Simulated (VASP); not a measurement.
# Si8NO14 (a cell with a defect) in VASP: single point with PBE

Aim: the single point of Si8NO14 (a cell with a defect) with PBE.

All numbers are computed with VASP 6.6.1; they aren't measurements. Logs are shortened: lines on timing, memory, paths and dates and some standing lists are left out, and cuts for length are marked.

## 1. The cell of the first run

The cell holds a defect, 23 atoms: a = 5.908 Å, b = 5.908 Å, c = 5.331 Å, α = 90.00°, β = 90.00°, γ = 90.00°.

## 2. Single point, PBE, collinear spin, ferromagnetic start

Input file INCAR:

```
ALGO = Normal ; EDIFF = 1E-6
ENCUT = 520 ; GGA = PE
ISIF = 2 ; ISMEAR = -1
ISPIN = 2 ; LASPH = T
LCHARG = T ; LELF = T
LORBIT = 11 ; LREAL = Auto
LVHAR = T ; LWAVE = F
MAGMOM = 0 0 0 0 0 0 0 0 0 0 0 0 0 0 0 0 0 0 0 0 0 0 0.37 ; NBANDS = 82
NELECT = 119.0 ; NELM = 150
PREC = Accurate ; SIGMA = 0.05
```

Input file KPOINTS:

```
k-points
0
Gamma
  2 2 2
```

Input file POSCAR:

```
Si8NO14
1.0
   -4.1773000000     -4.1773000000      0.0000000000
    4.1773000000     -4.1773000000      0.0000000000
    0.0000000000      0.0000000000      5.3310000000
Si O N
8 14 1
Direct
    0.4995038661      0.4997947239      0.0367694616
   -0.0005009216      0.4998062145      0.2490103170
    0.4994962057      0.4997973571      0.4612481711
   -0.0005010413      0.4998053767      0.7490105046
   -0.0004996050     -0.0001955809     -0.0027368224
    0.4994990784     -0.0002055155      0.2490084412
   -0.0005004429     -0.0001964187      0.5007568936
    0.4995003950     -0.0002097048      0.7490084412
    0.1948361382      0.4998017858      0.0039174639
   -0.0005021186      0.1914378905      0.2490105046
    0.8041607019      0.4998050176      0.0039182142
   -0.0004975702      0.8081707084      0.2490095667
    0.1948350609      0.4998031025      0.4941024198
   -0.0005037943      0.1953590836      0.7490095667
    0.8041596246      0.4998075312      0.4941026074
   -0.0004990065      0.8042490365      0.7490105046
    0.6880438321     -0.0002076700     -0.0109450385
    0.4994950087      0.7039557848      0.2490075033
    0.3109557609     -0.0001988126     -0.0109463515
    0.4994994374      0.2956356977      0.2490101294
    0.6880439518     -0.0002056352      0.5089624836
    0.3109556412     -0.0002046777      0.5089636091
    0.4994951284      0.4998022646      0.7490088164
```

Potentials or basis: VASP PAW PBE potentials, release 64 (Si, O, N).

Launch:

```
cat potpaw_PBE.64/Si/POTCAR potpaw_PBE.64/O/POTCAR potpaw_PBE.64/N/POTCAR > POTCAR
mpirun -np 1 vasp_std > vasp.out
```

OUTCAR:

```text
EDIFF = 1E-6
   ENCUT = 520
   GGA = PE
   ISIF = 2
   ISMEAR = -1
   ISPIN = 2
   LASPH = T
   LORBIT = 11
   LREAL = Auto
   NELECT = 119.0
   NELM = 150
   PREC = Accurate

 ion  position               nearest neighbor table
   1  0.500  0.500  0.037-  23 1.53  18 1.65  20 1.65  11 1.81   9 1.81   3 2.26   3 3.07
   2  0.999  0.500  0.249-  13 1.74   9 1.74  11 1.74  15 1.74  12 1.82  10 1.82   4 2.67   4 2.67

   3  0.499  0.500  0.461-  23 1.53  18 1.65  20 1.65  13 1.81  15 1.81   1 2.26   1 3.07
   4  0.999  0.500  0.749-   9 1.78  13 1.78  11 1.78  15 1.78  16 1.80  14 1.80   2 2.67   2 2.67

   5  1.000  1.000  0.997-  12 1.76  10 1.76  16 1.76  14 1.76  19 1.84  17 1.84   7 2.65   7 2.68

   6  0.499  1.000  0.249-  18 1.75  20 1.75  17 1.78  19 1.78  22 1.78  21 1.78   8 2.67   8 2.67

   7  0.999  1.000  0.501-  12 1.76  10 1.76  14 1.76  16 1.76  21 1.84  22 1.84   5 2.65   5 2.68

   8  0.500  1.000  0.749-  21 1.70  22 1.70  19 1.70  17 1.70   6 2.67   6 2.67
   9  0.195  0.500  0.004-   2 1.74   4 1.78   1 1.81
  10  0.999  0.191  0.249-   7 1.76   5 1.76   2 1.82
  11  0.804  0.500  0.004-   2 1.74   4 1.78   1 1.81
  12  1.000  0.808  0.249-   5 1.76   7 1.76   2 1.82
  13  0.195  0.500  0.494-   2 1.74   4 1.78   3 1.81
  14  0.999  0.195  0.749-   7 1.76   5 1.76   4 1.80
  15  0.804  0.500  0.494-   2 1.74   4 1.78   3 1.81
  16  1.000  0.804  0.749-   5 1.76   7 1.76   4 1.80
  17  0.688  1.000  0.989-   8 1.70   6 1.78   5 1.84
  18  0.499  0.704  0.249-   3 1.65   1 1.65   6 1.75
  19  0.311  1.000  0.989-   8 1.70   6 1.78   5 1.84
  20  0.499  0.296  0.249-   1 1.65   3 1.65   6 1.75
  21  0.688  1.000  0.509-   8 1.70   6 1.78   7 1.84
  22  0.311  1.000  0.509-   8 1.70   6 1.78   7 1.84
  23  0.499  0.500  0.749-   3 1.53   1 1.53

  LATTYP: Found a simple tetragonal cell.
 ALAT       =     5.9075943141
 C/A-ratio  =     0.9023977810

  Lattice vectors:

 A1 = (  -4.1773000000,  -4.1773000000,   0.0000000000)
 A2 = (   4.1773000000,  -4.1773000000,   0.0000000000)
 A3 = (   0.0000000000,   0.0000000000,   5.3310000000)

Analysis of symmetry for initial positions (statically):
=====================================================================
 Subroutine PRICEL returns:
 Original cell was already a primitive cell.

 Routine SETGRP: Setting up the symmetry group for a
 simple tetragonal supercell.

 Subroutine GETGRP returns: Found  2 space group operations
 (whereof  1 operations were pure point group operations)
 out of a pool of 16 trial point group operations.

The static configuration has the point symmetry C_1 .
 The point group associated with its full space group is C_1h.

Analysis of symmetry for dynamics (positions and initial velocities):
=====================================================================
 Subroutine PRICEL returns:
 Original cell was already a primitive cell.

 Routine SETGRP: Setting up the symmetry group for a
 simple tetragonal supercell.

 Subroutine GETGRP returns: Found  2 space group operations
 (whereof  1 operations were pure point group operations)
 out of a pool of 16 trial point group operations.

The dynamic configuration has the point symmetry C_1 .
 The point group associated with its full space group is C_1h.

Analysis of structural, dynamic, and magnetic symmetry:
=====================================================================
 Subroutine PRICEL returns:
 Original cell was already a primitive cell.

 Routine SETGRP: Setting up the symmetry group for a
 simple tetragonal supercell.

 Subroutine GETGRP returns: Found  2 space group operations
 (whereof  1 operations were pure point group operations)
 out of a pool of 16 trial point group operations.

The overall configuration has the point symmetry C_1 .
 The point group associated with its full space group is C_1h.

 Subroutine INISYM returns: Found  2 space group operations
 (whereof  1 operations are pure point group operations),
 and found     1 'primitive' translations

----------------------------------------------------------------------------------------

                                     Primitive cell

  volume of cell :     186.0501
[... 99 lines left out ...]
   dimension x,y,z NGX =    48 NGY =   48 NGZ =   40
   dimension x,y,z NGXF=    96 NGYF=   96 NGZF=   80
   ions per type =               8  14   1
   NGX,Y,Z   is equivalent  to a cutoff of  13.51, 13.51, 12.47 a.u.
   NGXF,Y,Z  is equivalent  to a cutoff of  27.02, 27.02, 24.95 a.u.
 SYSTEM =  unknown system
   PREC   = accura    normal or accurate (medium, high low for compatibility)
   ISTART =      0    job   : 0-new  1-cont  2-samecut
   ICHARG =      2    charge: 1-file 2-atom 10-const
   ISPIN  =      2    spin polarized calculation?
   LNONCOLLINEAR =      F non collinear calculations
   LSORBIT =      F    spin-orbit coupling
   LASPH  =      T    aspherical Exc in radial PAW
   ENCUT  =  520.0 eV  38.22 Ry    6.18 a.u.  10.98 10.98  9.91*2*pi/ulx,y,z
   NELM   =    150;   NELMIN=  2; NELMDL= -5     # of ELM steps
   EDIFF  = 0.1E-05   stopping-criterion for ELM
   LREAL  =      T    real-space projection
   EDIFFG = 0.1E-04   stopping-criterion for IOM
   NSW    =      0    number of steps for IOM
   IBRION =     -1    ionic relax: 0-MD 1-quasi-New 2-CG
   NFREE  =      0    steps in history (QN), initial steepest desc. (CG)
   ISIF   =      2    stress and relaxation
   ISYM   =      2    0-nonsym 1-usesym 2-fastsym
   POTIM  = 0.5000    time-step for ionic-motion
   TEBEG  =    0.0;   TEEND  =   0.0 temperature during run
   PSTRESS=    0.0 pullay stress
   NELECT =     119.0000    total number of electrons
   NUPDOWN=      -1.0000    fix difference up-down
   EMIN   =  10.00;   EMAX   =-10.00  energy-range for DOS
   EFERMI =   0.00;   METHOD = LEGACY
   ISMEAR =    -1;   SIGMA  =   0.05  broadening in eV -4-tet -1-fermi 0-gaus
   EFERMI_NEDOS =   21; number of points for ismear=-14 and -15
   IALGO  =     38    algorithm
   IMIX   =      4    mixing-type and parameters
     AMIX     =   0.40;   BMIX     =  1.00
     AMIX_MAG =   1.60;   BMIX_MAG =  1.00
  volume/ion in A,a.u.               =       8.09        54.59
  Fermi-wavevector in a.u.,A,eV,Ry     =   1.410524  2.665504 27.069852  1.989578
  Thomas-Fermi vector in A             =   2.532469
   LORBIT       =     11    0 simple, 1 ext, 2 COOP (PROOUT), +10 PAW based schemes
   GGA     = PE    functional components
   LHFCALC =     F    Hartree Fock is set to
   AEXX    =    0.0000 exact exchange contribution
   IVDW    =     0    specifies the selected vdW correction
   LEPSILON=     F    determine dielectric tensor
   LRPA    =     F    only Hartree local field effects (RPA)
 spin polarized calculation
  energy-cutoff  :      520.00
  volume of cell :      186.05
 maximum number of plane-waves:      5032
 NGX is ok and might be reduce to    48
   NGX = 21   NGY = 21   NGZ = 19

 number of electron     118.9999949 magnetization       0.0005682

 number of electron     118.9999949 magnetization      -0.0000629

 Free energy of the ion-electron system (eV)
  ---------------------------------------------------
  ext. energy  EPLUGINS =         0.00000000
  ---------------------------------------------------
  free energy    TOTEN  =      -189.17419780 eV

  energy without entropy =     -189.17202277  energy(sigma->0) =     -189.17311029

 E-fermi :   8.0731     XC(G=0): -11.8999

 val. band max:        7.8172775090   @ k =   0.5000   0.5000   0.5000
 cond. band min:       8.3180037858   @ k =   0.0000   0.0000   0.0000
 fundamental gap:      0.5007262769
 Fermi energy:         8.0731445443

 spin component 1

 k-point     1 :       0.0000    0.0000    0.0000
  band No.  band energies     occupation
      1     -15.0228      1.00000
      2     -13.5350      1.00000
      3     -12.9257      1.00000
      4     -12.8048      1.00000
      5     -12.4181      1.00000
      6     -11.6290      1.00000
[... 581 lines left out ...]
     70      17.2174      0.00000
     71      17.6182      0.00000
 Fermi energy:         8.0731445443

 spin component 2

 k-point     1 :       0.0000    0.0000    0.0000
  band No.  band energies     occupation
      1     -15.0228      1.00000
      2     -13.5350      1.00000
      3     -12.9257      1.00000
      4     -12.8048      1.00000
      5     -12.4181      1.00000
      6     -11.6290      1.00000
[... 581 lines left out ...]
     70      17.2174      0.00000
     71      17.6182      0.00000
 [bands above 71 left out]

------------------------ aborting loop because EDIFF is reached ----------------------------------------

  FORCE on cell =-STRESS in cart. coord.  units (eV):
  Direction    XX          YY          ZZ          XY          YZ          ZX
  --------------------------------------------------------------------------------------
  -------------------------------------------------------------------------------------
  Total      -10.2619529    -10.2610836     19.1349908      0.4453671      0.0000000      0.0000000
  in kB      -88.3711668    -88.3636812    164.7816435      3.8352943      0.0000000      0.0000000
  external PRESSURE =      -3.9844015 kB  Pullay stress =       0.0000000 kB

 VOLUME and BASIS-vectors are now :
 -----------------------------------------------------------------------------
  energy-cutoff  :      520.00
  volume of cell :      186.05
      direct lattice vectors                 reciprocal lattice vectors
    -4.177300000 -4.177300000  0.000000000    -0.119694540 -0.119694540  0.000000000
     4.177300000 -4.177300000  0.000000000     0.119694540 -0.119694540  0.000000000
     0.000000000  0.000000000  5.331000000     0.000000000  0.000000000  0.187582067

 POSITION                                       TOTAL-FORCE (eV/Angst)
 -----------------------------------------------------------------------------------
      0.00122     -4.17437      0.19602        -0.000650     -0.001338     -0.127795
     -2.08737     -6.26305      1.32747         0.000638      0.001760      0.000000
      0.00126     -4.17435      2.45891        -0.000650     -0.001338      0.127795
     -2.08737     -6.26304      3.99298         0.000428      0.001583      0.000000
      0.00127     -8.35170      5.31641        -0.000356      0.000119     -0.008011
      2.08988     -6.26300      1.32746         0.000627      0.001357      0.000000
[... 15 lines left out ...]
      2.87749     -5.47540      2.71329         0.023950      0.024412     -0.018394
      0.00128     -4.17436      3.99297         0.000082     -0.000542      0.000000
 -----------------------------------------------------------------------------------
    total drift:                                0.004384      0.008029     -0.055888

  FREE ENERGIE OF THE ION-ELECTRON SYSTEM (eV)
  ---------------------------------------------------
  free  energy   TOTEN  =      -189.1741978041 eV

  energy  without entropy=     -189.1720227723  energy(sigma->0) =     -189.17311029

 total charge

# of ion       s       p       d       tot
------------------------------------------
    1        0.655   1.043   0.000   1.698
    2        0.596   0.880   0.000   1.476
    3        0.655   1.043   0.000   1.698
    4        0.569   0.826   0.000   1.394
    5        0.579   0.849   0.000   1.427
    6        0.576   0.860   0.000   1.435
[... 15 lines left out ...]
   22        1.555   3.643   0.000   5.197
   23        1.306   2.686   0.000   3.992
--------------------------------------------------
tot         27.872  61.242   0.000  89.114

 magnetization (x)

# of ion       s       p       d       tot
------------------------------------------
    1       -0.000  -0.000   0.000  -0.000
    2        0.000  -0.000   0.000  -0.000
    3       -0.000  -0.000   0.000  -0.000
    4       -0.000  -0.000   0.000  -0.000
    5        0.000   0.000   0.000   0.000
    6        0.000   0.000   0.000   0.000
[... 15 lines left out ...]
   22       -0.000   0.000   0.000  -0.000
   23       -0.000  -0.000   0.000  -0.000
--------------------------------------------------
tot         -0.000   0.000   0.000   0.000
```

Wall time 3.3 min (1 thread of Intel Xeon 6975P-C (Granite Rapids), shared host); peak memory 0.44 GiB.

What came out:

| Quantity | Value |
| --- | --- |
| Free energy | -189.1742 eV |
| Largest force | 0.128 eV/Å |
| Net moment | 0.00 μB per cell |
| Valence electrons inside the program's atomic spheres | Si 1.70, 1.48, 1.39, 1.43, 1.44 (each value once); O 5.20, 5.21, 5.22, 5.31 (each value once); N 3.99 |

Forces on the atoms (eV/Å):
```
Si  -0.001 -0.001 -0.128
Si   0.001  0.002  0.000
Si  -0.001 -0.001  0.128
Si   0.000  0.002  0.000
Si   0.000  0.000 -0.008
Si   0.001  0.001  0.000
Si   0.000  0.000  0.008
Si   0.001  0.002  0.000
O   -0.017 -0.017  0.003
O    0.019 -0.021  0.000
O    0.016  0.016  0.003
O   -0.020  0.018  0.000
O   -0.017 -0.017 -0.003
O    0.015 -0.012  0.000
O    0.016  0.016 -0.003
O   -0.013  0.016  0.000
O   -0.024 -0.024  0.018
O    0.023 -0.026  0.000
O    0.024  0.024  0.018
O   -0.024  0.023  0.000
O   -0.024 -0.024 -0.018
O    0.024  0.024 -0.018
N    0.000 -0.001  0.000
```

Levels at points of the mesh, in eV from the Fermi level:
Spin up:
```csv
k point,band 55,band 56,band 57,band 58,band 59,band 60,band 61,band 62,band 63,band 64
"(0.00, 0.00, 0.00)",-1.86,-1.66,-1.41,-1.19,-0.50,0.24,2.87,4.85,5.56,6.52
"(0.50, 0.00, 0.00)",-2.14,-1.93,-1.79,-1.18,-0.57,-0.48,3.22,4.98,5.95,6.74
"(0.00, 0.50, 0.00)",-2.10,-1.63,-1.61,-1.27,-0.77,0.25,3.49,4.11,6.94,6.95
"(0.50, 0.50, 0.00)",-1.84,-1.79,-1.65,-1.41,-0.97,-0.27,3.63,4.31,7.50,7.55
"(0.00, 0.00, 0.50)",-1.46,-1.44,-1.18,-1.02,-0.88,0.48,3.67,5.08,6.04,6.73
"(0.50, 0.00, 0.50)",-1.89,-1.57,-1.22,-1.13,-0.70,-0.28,3.56,5.00,6.21,6.75
"(0.00, 0.50, 0.50)",-1.70,-1.18,-1.14,-1.05,-1.05,0.48,3.90,4.74,5.69,7.79
"(0.50, 0.50, 0.50)",-1.81,-1.51,-1.46,-1.43,-1.03,-0.26,3.82,4.66,5.88,8.15
```
Spin down:
```tsv
k point	band 57	band 58	band 59	band 60	band 61	band 62
(0.00, 0.00, 0.00)	-1.41	-1.19	-0.50	0.24	2.87	4.85
(0.50, 0.00, 0.00)	-1.79	-1.18	-0.57	-0.48	3.22	4.98
(0.00, 0.50, 0.00)	-1.61	-1.27	-0.77	0.25	3.49	4.11
(0.50, 0.50, 0.00)	-1.65	-1.41	-0.97	-0.27	3.63	4.31
(0.00, 0.00, 0.50)	-1.18	-1.02	-0.88	0.48	3.67	5.08
(0.50, 0.00, 0.50)	-1.22	-1.13	-0.70	-0.28	3.56	5.00
(0.00, 0.50, 0.50)	-1.14	-1.05	-1.05	0.48	3.90	4.74
(0.50, 0.50, 0.50)	-1.46	-1.43	-1.03	-0.26	3.82	4.66
```

Caveat: the k points lie up to 0.59 Å⁻¹ apart; the cell carries a net charge on a neutralising background, which shifts energy and pressure; the cell is charged against a uniform background, so pressure and absolute levels hang on convention.
